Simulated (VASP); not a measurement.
# Y2AlN3 (Cmc2_1) in VASP: single point with PBEsol

Aim: the single point of Y2AlN3 with PBEsol.

All numbers are computed with VASP 6.6.1; they aren't measurements. Logs are shortened: lines on timing, memory, paths and dates and some standing lists are left out, and cuts for length are marked.

**1. The cell of the first run**

The structure is orthorhombic, space group Cmc2_1 (No. 36). The conventional cell has a = 11.199 Å, b = 6.223 Å, c = 5.019 Å, α = 90.00°, β = 90.00°, γ = 90.00°. Al (site symmetry m) has 4 N at 1.87 to 1.96 Å within 2.5 Å. Y (site symmetry 1) has 5 N at 2.20 to 2.67 Å within 2.9 Å. N (site symmetry 1) has 1 Al at 1.96 Å and 3 Y at 2.29 to 2.35 Å within 2.6 Å. Within 2.5 Å of N (site symmetry m) lie 2 Al at 1.87 to 1.89 Å and 2 Y at 2.20 Å.

**2. Single point, PBEsol**

Contents of INCAR:

```
ALGO = Normal
EDIFF = 1E-6
ENCUT = 520
GGA = PS
ISIF = 2
ISMEAR = 0
LASPH = T
LCHARG = T
LELF = T
LREAL = F
LVHAR = T
LWAVE = F
NBANDS = 52
NELM = 100
PREC = Accurate
SIGMA = 0.02
```

Contents of KPOINTS:

```
k-points
0
Gamma
  6 6 6
```

Contents of POSCAR:

```
Y2AlN3
1.0
    5.5995527738     -3.1116154540      0.0000000000
    5.5995527738      3.1116154540      0.0000000000
    0.0000000000      0.0000000000      5.0187803345
Al Y N
2 4 6
Direct
    0.3401201372      0.6598798628      0.9797031006
    0.6598798628      0.3401201372      0.4797031006
    0.9755972024      0.3421312459      0.9505287064
    0.6578687541      0.0244027976      0.9505287064
    0.0244027976      0.6578687541      0.4505287064
    0.3421312459      0.9755972024      0.4505287064
    0.9660404229      0.3322520281      0.4188329179
    0.6677479719      0.0339595771      0.4188329179
    0.0339595771      0.6677479719      0.9188329179
    0.3322520281      0.9660404229      0.9188329179
    0.3762920541      0.6237079459      0.3535736508
    0.6237079459      0.3762920541      0.8535736508
```

Potentials or basis: VASP PAW PBE potentials, release 64 (Al, Y_sv, N).

On the command line:

```console
> cat potpaw_PBE.64/Al/POTCAR potpaw_PBE.64/Y_sv/POTCAR potpaw_PBE.64/N/POTCAR > POTCAR
> mpirun -np 1 vasp_std > vasp.out
```

OUTCAR:

```text
EDIFF = 1E-6
   ENCUT = 520
   GGA = PS
   ISIF = 2
   ISMEAR = 0
   LASPH = T
   LREAL = F
   NELM = 100
   PREC = Accurate

 ion  position               nearest neighbor table
   1  0.340  0.660  0.980-  12 1.87  11 1.89   9 1.96  10 1.96   5 3.11   6 3.11   2 3.20   2 3.20
                             5 3.34   6 3.34   3 3.46   4 3.46   3 3.71   4 3.71   4 3.83   3 3.83
   2  0.660  0.340  0.480-  11 1.87  12 1.89   7 1.96   8 1.96   3 3.11   4 3.11   1 3.20   1 3.20
                             3 3.34   4 3.34   6 3.46   5 3.46   5 3.71   6 3.71   6 3.83   5 3.83
   3  0.976  0.342  0.951-  12 2.20  10 2.29   9 2.31   7 2.35   7 2.67   2 3.11   5 3.34   5 3.34
                             2 3.34   6 3.39   6 3.39   1 3.46   4 3.56   1 3.71   4 3.72   4 3.72
   4  0.658  0.024  0.951-  12 2.20   9 2.29  10 2.31   8 2.35   8 2.67   2 3.11   6 3.34   6 3.34
                             2 3.34   5 3.39   5 3.39   1 3.46   3 3.56   1 3.71   3 3.72   3 3.72
   5  0.024  0.658  0.451-  11 2.20   8 2.29   7 2.31   9 2.35   9 2.67   1 3.11   3 3.34   3 3.34
                             1 3.34   4 3.39   4 3.39   2 3.46   6 3.56   2 3.71   6 3.72   6 3.72
   6  0.342  0.976  0.451-  11 2.20   7 2.29   8 2.31  10 2.35  10 2.67   1 3.11   4 3.34   4 3.34
                             1 3.34   3 3.39   3 3.39   2 3.46   5 3.56   2 3.71   5 3.72   5 3.72
   7  0.966  0.332  0.419-   2 1.96   6 2.29   5 2.31   3 2.35   3 2.67
   8  0.668  0.034  0.419-   2 1.96   5 2.29   6 2.31   4 2.35   4 2.67
   9  0.034  0.668  0.919-   1 1.96   4 2.29   3 2.31   5 2.35   5 2.67
  10  0.332  0.966  0.919-   1 1.96   3 2.29   4 2.31   6 2.35   6 2.67
  11  0.376  0.624  0.354-   2 1.87   1 1.89   5 2.20   6 2.20
  12  0.624  0.376  0.854-   1 1.87   2 1.89   3 2.20   4 2.20

  LATTYP: Found a base centered orthorhombic cell.
 ALAT       =     6.2232309080
 B/A-ratio  =     1.7995645209
 C/A-ratio  =     0.8064589614

  Lattice vectors:

 A1 = (  -5.5995527738,  -3.1116154540,   0.0000000000)
 A2 = (   5.5995527738,  -3.1116154540,   0.0000000000)
 A3 = (   0.0000000000,   0.0000000000,   5.0187803345)

Analysis of symmetry for initial positions (statically):
=====================================================================
 Subroutine PRICEL returns:
 Original cell was already a primitive cell.

 Routine SETGRP: Setting up the symmetry group for a
 base centered orthorhombic supercell.

 Subroutine GETGRP returns: Found  4 space group operations
 (whereof  2 operations were pure point group operations)
 out of a pool of  8 trial point group operations.

The static configuration has the point symmetry C_1h.
 The point group associated with its full space group is C_2v.

Analysis of symmetry for dynamics (positions and initial velocities):
=====================================================================
 Subroutine PRICEL returns:
 Original cell was already a primitive cell.

 Routine SETGRP: Setting up the symmetry group for a
 base centered orthorhombic supercell.

 Subroutine GETGRP returns: Found  4 space group operations
 (whereof  2 operations were pure point group operations)
 out of a pool of  8 trial point group operations.

The dynamic configuration has the point symmetry C_1h.
 The point group associated with its full space group is C_2v.

 Subroutine INISYM returns: Found  4 space group operations
 (whereof  2 operations are pure point group operations),
 and found     1 'primitive' translations

----------------------------------------------------------------------------------------

                                     Primitive cell

  volume of cell :     174.8910

  direct lattice vectors                    reciprocal lattice vectors
     5.599552774 -3.111615454  0.000000000     0.089292845 -0.160688237  0.000000000
     5.599552774  3.111615454  0.000000000     0.089292845  0.160688237  0.000000000
     0.000000000  0.000000000  5.018780334     0.000000000  0.000000000  0.199251598

  length of vectors
     6.406023884  6.406023884  5.018780334     0.183831231  0.183831231  0.199251598

  position of ions in fractional coordinates (direct lattice)
     0.340120137  0.659879863  0.979703101
     0.659879863  0.340120137  0.479703101
     0.975597202  0.342131246  0.950528706
     0.657868754  0.024402798  0.950528706
     0.024402798  0.657868754  0.450528706
     0.342131246  0.975597202  0.450528706
[... 33 lines left out ...]
     0.014882141 -0.026781373  0.000000000     0.166666667 -0.000000000  0.000000000
     0.014882141  0.026781373  0.000000000    -0.000000000  0.166666667  0.000000000
     0.000000000  0.000000000  0.033208600     0.000000000  0.000000000  0.166666667

  Length of vectors
     0.030638539  0.030638539  0.033208600

  Shift w.r.t. Gamma in fractional coordinates (k-lattice)
     0.000000000  0.000000000  0.000000000

 Subroutine IBZKPT returns following result:
 ===========================================

 Found     52 irreducible k-points:

 Following reciprocal coordinates:
            Coordinates               Weight
  0.000000  0.000000  0.000000      1.000000
  0.166667 -0.000000  0.000000      4.000000
  0.333333 -0.000000  0.000000      4.000000
  0.500000 -0.000000  0.000000      2.000000
  0.166667  0.166667  0.000000      2.000000
  0.333333  0.166667  0.000000      4.000000
[... 16 lines left out ...]
  0.333333  0.333333  0.166667      4.000000
  0.500000  0.333333  0.166667      8.000000
 [... further k-points ...]
   k-points           NKPTS =     52   k-points in BZ     NKDIM =     52   number of bands    NBANDS=     52
   number of dos      NEDOS =    301   number of ions     NIONS =     12
   total plane-waves  NPLWV =  92160
   dimension x,y,z NGX =    48 NGY =   48 NGZ =   40
   dimension x,y,z NGXF=    96 NGYF=   96 NGZF=   80
   ions per type =               2   4   6
   NGX,Y,Z   is equivalent  to a cutoff of  12.46, 12.46, 13.25 a.u.
   NGXF,Y,Z  is equivalent  to a cutoff of  24.91, 24.91, 26.50 a.u.
 SYSTEM =  unknown system
   PREC   = accura    normal or accurate (medium, high low for compatibility)
   ISTART =      0    job   : 0-new  1-cont  2-samecut
   ICHARG =      2    charge: 1-file 2-atom 10-const
   ISPIN  =      1    spin polarized calculation?
   LNONCOLLINEAR =      F non collinear calculations
   LSORBIT =      F    spin-orbit coupling
   LASPH  =      T    aspherical Exc in radial PAW
   ENCUT  =  520.0 eV  38.22 Ry    6.18 a.u.  11.91 11.91  9.33*2*pi/ulx,y,z
   NELM   =    100;   NELMIN=  2; NELMDL= -5     # of ELM steps
   EDIFF  = 0.1E-05   stopping-criterion for ELM
   LREAL  =      F    real-space projection
   EDIFFG = 0.1E-04   stopping-criterion for IOM
   NSW    =      0    number of steps for IOM
   IBRION =     -1    ionic relax: 0-MD 1-quasi-New 2-CG
   NFREE  =      0    steps in history (QN), initial steepest desc. (CG)
   ISIF   =      2    stress and relaxation
   ISYM   =      2    0-nonsym 1-usesym 2-fastsym
   POTIM  = 0.5000    time-step for ionic-motion
   TEBEG  =    0.0;   TEEND  =   0.0 temperature during run
   PSTRESS=    0.0 pullay stress
   NELECT =      80.0000    total number of electrons
   NUPDOWN=      -1.0000    fix difference up-down
   EMIN   =  10.00;   EMAX   =-10.00  energy-range for DOS
   EFERMI =   0.00;   METHOD = LEGACY
   ISMEAR =     0;   SIGMA  =   0.02  broadening in eV -4-tet -1-fermi 0-gaus
   EFERMI_NEDOS =   21; number of points for ismear=-14 and -15
   IALGO  =     38    algorithm
   IMIX   =      4    mixing-type and parameters
     AMIX     =   0.40;   BMIX     =  1.00
     AMIX_MAG =   1.60;   BMIX_MAG =  1.00
  volume/ion in A,a.u.               =      14.57        98.35
  Fermi-wavevector in a.u.,A,eV,Ry     =   1.261389  2.383679 21.648257  1.591102
  Thomas-Fermi vector in A             =   2.394850
   LORBIT       =      0    0 simple, 1 ext, 2 COOP (PROOUT), +10 PAW based schemes
   GGA     = PS    functional components
   LHFCALC =     F    Hartree Fock is set to
   AEXX    =    0.0000 exact exchange contribution
   IVDW    =     0    specifies the selected vdW correction
   LEPSILON=     F    determine dielectric tensor
   LRPA    =     F    only Hartree local field effects (RPA)
 non-spin polarized calculation
 Gauss-broadening in eV      SIGMA  =   0.02
  energy-cutoff  :      520.00
  volume of cell :      174.89
 maximum number of plane-waves:      4734
   NGX = 23   NGY = 23   NGZ = 19

 number of electron      79.9999999 magnetization

 Free energy of the ion-electron system (eV)
  ---------------------------------------------------
  ext. energy  EPLUGINS =         0.00000000
  ---------------------------------------------------
  free energy    TOTEN  =      -105.54516376 eV

  energy without entropy =     -105.54516376  energy(sigma->0) =     -105.54516376

 E-fermi :   3.7820     XC(G=0): -10.7153

 val. band max:        3.6830983423   @ k =   0.0000   0.0000   0.0000
 cond. band min:       5.2681588768   @ k =   0.0000   0.0000   0.0000
 fundamental gap:      1.5850605345
 Fermi energy:         3.7820078636

 k-point     1 :       0.0000    0.0000    0.0000
  band No.  band energies     occupation
      1     -36.6967      2.00000
      2     -36.6108      2.00000
      3     -36.6023      2.00000
      4     -36.5850      2.00000
      5     -17.2443      2.00000
      6     -17.1796      2.00000
[... 1309 lines left out ...]
     51       9.5631      0.00000
     52       9.9006      0.00000

 [... further k-points ...]

------------------------ aborting loop because EDIFF is reached ----------------------------------------

  FORCE on cell =-STRESS in cart. coord.  units (eV):
  Direction    XX          YY          ZZ          XY          YZ          ZX
  --------------------------------------------------------------------------------------
  -------------------------------------------------------------------------------------
  Total       -0.1356501     -0.1330610     -0.1203375      0.0000000      0.0000000      0.0000000
  in kB       -1.2426916     -1.2189725     -1.1024122      0.0000000      0.0000000      0.0000000
  external PRESSURE =      -1.1880254 kB  Pullay stress =       0.0000000 kB

 VOLUME and BASIS-vectors are now :
 -----------------------------------------------------------------------------
  energy-cutoff  :      520.00
  volume of cell :      174.89
      direct lattice vectors                 reciprocal lattice vectors
     5.599552774 -3.111615454  0.000000000     0.089292845 -0.160688237  0.000000000
     5.599552774  3.111615454  0.000000000     0.089292845  0.160688237  0.000000000
     0.000000000  0.000000000  5.018780334     0.000000000  0.000000000  0.199251598

 POSITION                                       TOTAL-FORCE (eV/Angst)
 -----------------------------------------------------------------------------------
      5.59955      0.99497      4.91691         0.000000      0.003887      0.000470
      5.59955     -0.99497      2.40752         0.000000     -0.003887      0.000470
      7.37869     -1.97110      4.77049         0.000211     -0.003857     -0.002148
      3.82042     -1.97110      4.77049        -0.000211     -0.003857     -0.002148
      3.82042      1.97110      2.26110        -0.000211      0.003857     -0.002148
      7.37869      1.97110      2.26110         0.000211      0.003857     -0.002148
      7.26986     -1.97211      2.10203        -0.005219      0.002658      0.001151
      3.92925     -1.97211      2.10203         0.005219      0.002658      0.001151
      3.92925      1.97211      4.61142         0.005219     -0.002658      0.001151
      7.26986      1.97211      4.61142        -0.005219     -0.002658      0.001151
      5.59955      0.76986      1.77451         0.000000     -0.001512      0.001524
      5.59955     -0.76986      4.28390         0.000000      0.001512      0.001524
 -----------------------------------------------------------------------------------
    total drift:                               -0.000000     -0.000000     -0.000274

  FREE ENERGIE OF THE ION-ELECTRON SYSTEM (eV)
  ---------------------------------------------------
  free  energy   TOTEN  =      -105.5451637593 eV

  energy  without entropy=     -105.5451637593  energy(sigma->0) =     -105.54516376
```

It took 8.2 min on 1 thread of Intel Xeon Platinum 8375C at 2.90GHz (Ice Lake), shared host; peak memory 0.54 GiB.

What came out:

* Free energy: -105.5452 eV
* Pressure: -0.1 GPa
* Largest force: 0.006 eV/Å
* Band gap on the k mesh: 1.59 eV, direct

Forces on the atoms (eV/Å):
```
Al   0.000  0.004  0.000
Al   0.000 -0.004  0.000
Y    0.000 -0.004 -0.002
Y    0.000 -0.004 -0.002
Y    0.000  0.004 -0.002
Y    0.000  0.004 -0.002
N   -0.005  0.003  0.001
N    0.005  0.003  0.001
N    0.005 -0.003  0.001
N   -0.005 -0.003  0.001
N    0.000 -0.002  0.002
N    0.000  0.002  0.002
```

Caveat: the PAW data sets were made with another functional, which shifts forces and pressure a little. A k mesh can miss the band edges.
